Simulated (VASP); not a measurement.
# W (P6/mmm) in VASP: notebook, part 3 of 3

VASP 6.6.1.

## Step 5: Relaxation of cell and atoms, PBEsol, target pressure 88 GPa, at which the enthalpy is minimised

INCAR

```
SYSTEM = W
PREC     = Accurate       ! precision mode
ENCUT    = 500            ! plane-wave cutoff, eV
EDIFF    = 1E-7           ! SCF threshold, eV
ISMEAR   = -1             ! smearing method
SIGMA    = 0.1            ! smearing width, eV
LREAL    = .False.        ! projectors in reciprocal space
LASPH    = .True.         ! aspherical terms in the spheres
NELM     = 120            ! most SCF steps
ALGO     = Normal         ! electronic algorithm
ISIF     = 3              ! what is computed and relaxed
LWAVE    = .False.        ! write WAVECAR
LCHARG   = .False.        ! write CHGCAR
GGA      = PS             ! functional
IBRION   = 2              ! ionic algorithm
NSW      = 32             ! ionic steps
EDIFFG   = -0.005         ! ionic threshold
PSTRESS  = 880.0        
GGA_COMPAT= .False.      
NELMIN   = 4
```

KPOINTS

```
Automatic mesh
0
Gamma
  17 17 16
  0 0 0
```

POSCAR

```
W
1.0
    2.5682854738      0.0000000000      0.0000000000
   -1.2841427369      2.2242004645      0.0000000000
    0.0000000000      0.0000000000      2.3727115140
W
1
Direct
    0.0000000000      0.0000000000      0.0000000000
```

Potentials or basis: VASP PAW PBE potentials, release 64 (W_sv).

Launch:

```sh
> cat potpaw_PBE.64/W_sv/POTCAR > POTCAR
> mpirun -np 1 vasp_std > vasp.out
```

OUTCAR:

```text
SYSTEM = W
   PREC = Accurate
   ENCUT = 500
   EDIFF = 1E-7
   ISMEAR = -1
   LREAL = .False.
   LASPH = .True.
   NELM = 120
   ISIF = 3
   GGA = PS
   IBRION = 2
   NSW = 32
   EDIFFG = -0.005
   PSTRESS = 880.0
   NELMIN = 4

 ion  position               nearest neighbor table
   1  0.000  0.000  0.000-

  LATTYP: Found a hexagonal cell.
 ALAT       =     2.5682854738
 C/A-ratio  =     0.9238503812

  Lattice vectors:

 A1 = (   2.5682854738,   0.0000000000,   0.0000000000)
 A2 = (  -1.2841427369,   2.2242004645,   0.0000000000)
 A3 = (   0.0000000000,   0.0000000000,   2.3727115140)

Analysis of symmetry for initial positions (statically):
=====================================================================
 Subroutine PRICEL returns:
 Original cell was already a primitive cell.

 Routine SETGRP: Setting up the symmetry group for a
 hexagonal supercell.

 Subroutine GETGRP returns: Found 24 space group operations
 (whereof 24 operations were pure point group operations)
 out of a pool of 24 trial point group operations.

The static configuration has the point symmetry D_6h.

Analysis of symmetry for dynamics (positions and initial velocities):
=====================================================================
 Subroutine PRICEL returns:
 Original cell was already a primitive cell.

 Routine SETGRP: Setting up the symmetry group for a
 hexagonal supercell.

 Subroutine GETGRP returns: Found 24 space group operations
 (whereof 24 operations were pure point group operations)
 out of a pool of 24 trial point group operations.

The dynamic configuration has the point symmetry D_6h.

 Subroutine INISYM returns: Found 24 space group operations
 (whereof 24 operations are pure point group operations),
 and found     1 'primitive' translations

----------------------------------------------------------------------------------------

                                     Primitive cell

  volume of cell :      13.5538

  direct lattice vectors                    reciprocal lattice vectors
     2.568285474  0.000000000  0.000000000     0.389364816  0.224799881  0.000000000
    -1.284142737  2.224200464  0.000000000     0.000000000  0.449599762  0.000000000
     0.000000000  0.000000000  2.372711514     0.000000000  0.000000000  0.421458738

  length of vectors
     2.568285474  2.568285474  2.372711514     0.449599762  0.449599762  0.421458738

  position of ions in fractional coordinates (direct lattice)
     0.000000000  0.000000000  0.000000000

  ion indices of the primitive-cell ions
   primitive index   ion index
                 1           1

----------------------------------------------------------------------------------------

 KPOINTS: Automatic mesh

Automatic generation of k-mesh.
 Grid dimensions read from file:
 generate k-points for:   17   17   16
[... 23 lines left out ...]
  0.117647 -0.000000  0.000000      6.000000
  0.176471  0.000000  0.000000      6.000000
  0.235294 -0.000000  0.000000      6.000000
  0.294118  0.000000  0.000000      6.000000
[... 16 lines left out ...]
  0.411765  0.117647  0.000000     12.000000
  0.176471  0.176471  0.000000      6.000000
 [... further k-points ...]
   k-points           NKPTS =    297   k-points in BZ     NKDIM =    297   number of bands    NBANDS=     11
   number of dos      NEDOS =    301   number of ions     NIONS =      1
   total plane-waves  NPLWV =   7200
   dimension x,y,z NGX =    20 NGY =   20 NGZ =   18
   dimension x,y,z NGXF=    40 NGYF=   40 NGZF=   36
   ions per type =               1
   NGX,Y,Z   is equivalent  to a cutoff of  12.95, 12.95, 12.61 a.u.
   NGXF,Y,Z  is equivalent  to a cutoff of  25.89, 25.89, 25.22 a.u.
 SYSTEM =  W
   PREC   = accura    normal or accurate (medium, high low for compatibility)
   ISTART =      0    job   : 0-new  1-cont  2-samecut
   ICHARG =      2    charge: 1-file 2-atom 10-const
   ISPIN  =      1    spin polarized calculation?
   LNONCOLLINEAR =      F non collinear calculations
   LSORBIT =      F    spin-orbit coupling
   LASPH  =      T    aspherical Exc in radial PAW
   ENCUT  =  500.0 eV  36.75 Ry    6.06 a.u.   4.68  4.68  4.33*2*pi/ulx,y,z
   NELM   =    120;   NELMIN=  4; NELMDL= -5     # of ELM steps
   EDIFF  = 0.1E-06   stopping-criterion for ELM
   LREAL  =      F    real-space projection
   EDIFFG = -.5E-02   stopping-criterion for IOM
   NSW    =     32    number of steps for IOM
   IBRION =      2    ionic relax: 0-MD 1-quasi-New 2-CG
   NFREE  =      1    steps in history (QN), initial steepest desc. (CG)
   ISIF   =      3    stress and relaxation
   ISYM   =      2    0-nonsym 1-usesym 2-fastsym
   POTIM  = 0.5000    time-step for ionic-motion
   TEBEG  =    0.0;   TEEND  =   0.0 temperature during run
   PSTRESS=  880.0 pullay stress
   NELECT =      14.0000    total number of electrons
   NUPDOWN=      -1.0000    fix difference up-down
   EMIN   =  10.00;   EMAX   =-10.00  energy-range for DOS
   EFERMI =   0.00;   METHOD = LEGACY
   ISMEAR =    -1;   SIGMA  =   0.10  broadening in eV -4-tet -1-fermi 0-gaus
   EFERMI_NEDOS =   21; number of points for ismear=-14 and -15
   IALGO  =     38    algorithm
   IMIX   =      4    mixing-type and parameters
     AMIX     =   0.40;   BMIX     =  1.00
     AMIX_MAG =   1.60;   BMIX_MAG =  1.00
  volume/ion in A,a.u.               =      13.55        91.47
  Fermi-wavevector in a.u.,A,eV,Ry     =   1.654868  3.127248 37.260770  2.738589
  Thomas-Fermi vector in A             =   2.743062
   LORBIT       =      0    0 simple, 1 ext, 2 COOP (PROOUT), +10 PAW based schemes
   GGA     = PS    functional components
   LHFCALC =     F    Hartree Fock is set to
   AEXX    =    0.0000 exact exchange contribution
   IVDW    =     0    specifies the selected vdW correction
   LEPSILON=     F    determine dielectric tensor
   LRPA    =     F    only Hartree local field effects (RPA)
 conjugate gradient relaxation of ions
 non-spin polarized calculation
  energy-cutoff  :      500.00
  volume of cell :       13.55
 maximum number of plane-waves:       357
 NGX is ok and might be reduce to    20
   NGX =  9   NGY =  9   NGZ =  9

--------------------------------------- Ionic step        1  -------------------------------------------

 number of electron      14.0000001 magnetization

 Free energy of the ion-electron system (eV)
  ---------------------------------------------------
  ext. energy  EPLUGINS =         0.00000000
  ---------------------------------------------------
  free energy    TOTEN  =       -11.79825542 eV

  energy without entropy =      -11.77672251  energy(sigma->0) =      -11.78748896

------------------------ aborting loop because EDIFF is reached ----------------------------------------

  FORCE on cell =-STRESS in cart. coord.  units (eV):
  Direction    XX          YY          ZZ          XY          YZ          ZX
  --------------------------------------------------------------------------------------
  -------------------------------------------------------------------------------------
  Total        7.6564359      7.6564359      7.8670932      0.0000000      0.0000000      0.0000000
  in kB      905.0552094    905.0552094    929.9566725      0.0000000      0.0000000      0.0000000
  external PRESSURE =      33.3556971 kB  Pullay stress =     880.0000000 kB
[... 172 lines left out ...]
--------------------------------------- Ionic step        6  -------------------------------------------

 number of electron      14.0000000 magnetization

 Free energy of the ion-electron system (eV)
  ---------------------------------------------------
  ext. energy  EPLUGINS =         0.00000000
  ---------------------------------------------------
  free energy    TOTEN  =       -11.84209291 eV

  energy without entropy =      -11.82055302  energy(sigma->0) =      -11.83132296

 E-fermi :  13.4562     XC(G=0): -14.5449

 val. band max:       13.4492050537   @ k =   0.4118  -0.0000   0.3750
 cond. band min:      13.4677505052   @ k =   0.2353   0.1176   0.3750
 fundamental gap:      0.0185454515
 Fermi energy:        13.4562114782

 k-point     1 :       0.0000    0.0000    0.0000
  band No.  band energies     occupation
      1     -60.4283      2.00000
      2     -23.5659      2.00000
      3     -23.5659      2.00000
      4     -23.4188      2.00000
      5       3.2801      2.00000
      6       7.4436      2.00000
      7      12.2088      1.99999
      8      12.2088      1.99999
      9      20.4526      0.00000
     10      20.4526      0.00000
     11      26.2305      0.00000
[... 309 lines left out ...]
 k-point    24 :       0.1765    0.1765    0.0000
  band No.  band energies     occupation
      1     -60.2467      2.00000
      2     -25.0907      2.00000
      3     -24.1068      2.00000
      4     -23.2339      2.00000
      5       6.8226      2.00000
      6       9.4305      2.00000
      7       9.5116      2.00000
      8      16.6938      0.00000
      9      17.2475      0.00000
     10      19.1707      0.00000
     11      27.9695      0.00000

 [... further k-points ...]
[... 5 lines left out ...]
  --------------------------------------------------------------------------------------
  -------------------------------------------------------------------------------------
  Total        7.4880349      7.4880349      7.4885026     -0.0000000      0.0000000      0.0000000
  in kB      880.0830374    880.0830374    880.1380118     -0.0000000      0.0000000      0.0000000
  external PRESSURE =       0.1013622 kB  Pullay stress =     880.0000000 kB
[... 20 lines left out ...]
  energy  without entropy=      -11.8205530211  energy(sigma->0) =      -11.83132296

  enthalpy is  TOTEN    =        -4.3547645105 eV   P V=        7.4873283955

 reached required accuracy - stopping structural energy minimisation
```

Wall time 90 s (1 thread of Intel Xeon Platinum 8488C (Sapphire Rapids), shared host); peak memory 0.16 GiB.

What came out:

| Item | Value |
| --- | --- |
| Free energy | -11.8421 eV |
| Relaxed volume | 13.63 Å³/atom |
| Relaxed cell | a = 2.571 Å, b = 2.571 Å, c = 2.381 Å, α = 90.00°, β = 90.00°, γ = 120.00° |
| Space group after relaxing (to 0.05 Å) | P6/mmm (No. 191) |
| Energy change on relaxing (the enthalpy is what falls) | -43.8 meV/atom |
| Ionic steps | 6 |
| Pressure after relaxing | 88.0 GPa |
| Band gap on the k mesh | zero (band 7 reaches 14.43 eV, above the bottom of band 8 at 12.15 eV) |

Step by step:
```csv
step,energy change (eV),largest force (eV/Å),pressure (GPa),volume (Å³)
1,0.0000,0.0000,91.34,13.55
2,-0.2784,0.0000,69.19,14.11
3,-0.0468,0.0000,87.77,13.64
4,-0.0459,0.0000,87.84,13.64
5,-0.0381,0.0000,88.47,13.62
6,-0.0438,0.0000,88.01,13.63
```

Final structure:
```yaml
crystal:
  lattice:
    - [2.57104, 0.00000, 0.00000]
    - [-1.28552, 2.22659, 0.00000]
    - [0.00000, 0.00000, 2.38125]
  atoms:
    - { symbol: W, position: [0.00000, 0.00000, 0.00000] }
```

Caveat: the cell is relaxed towards a set pressure, so the enthalpy falls and the energy may rise; the PAW data sets were made with another functional, which shifts forces and pressure a little; spin-orbit coupling is left out, which moves the levels of the heavy elements.

## Step 6: Summary

| task | cell | gap on the mesh (eV) | pressure (GPa) |
| --- | --- | --- | --- |
| single point | a = 2.568, b = 2.568, c = 2.373 Å, angles 90.0, 90.0, 120.0°, 1 atom | none | 91.3 |
| single point | a = 2.568, b = 2.568, c = 2.372 Å, angles 90.0, 90.0, 120.0°, 1 atom | none | 91.9 |
| relaxation of cell and atoms | relaxed to 88 GPa from a = 2.547, b = 2.547, c = 2.394 Å, angles 90.0, 90.0, 120.0°, 1 atom | none | 88.0 |
| relaxation of cell and atoms | relaxed to 88 GPa from a = 2.568, b = 2.568, c = 2.373 Å, angles 90.0, 90.0, 120.0°, 1 atom | none | 88.0 |

Alike in all rows: level PBEsol; potentials or basis VASP PAW PBE potentials, release 64 (W_sv); no spin polarisation; k mesh 17 × 17 × 16; cutoff (eV) 500; smearing fermi-dirac 0.1 eV.

Caveats: the PAW data sets were made with another functional, which shifts forces and pressure a little; spin-orbit coupling is left out, which moves the levels of the heavy elements; the cell is relaxed towards a set pressure, so the enthalpy falls and the energy may rise (some runs).

Absolute energies hang on the potentials; compare differences alone.
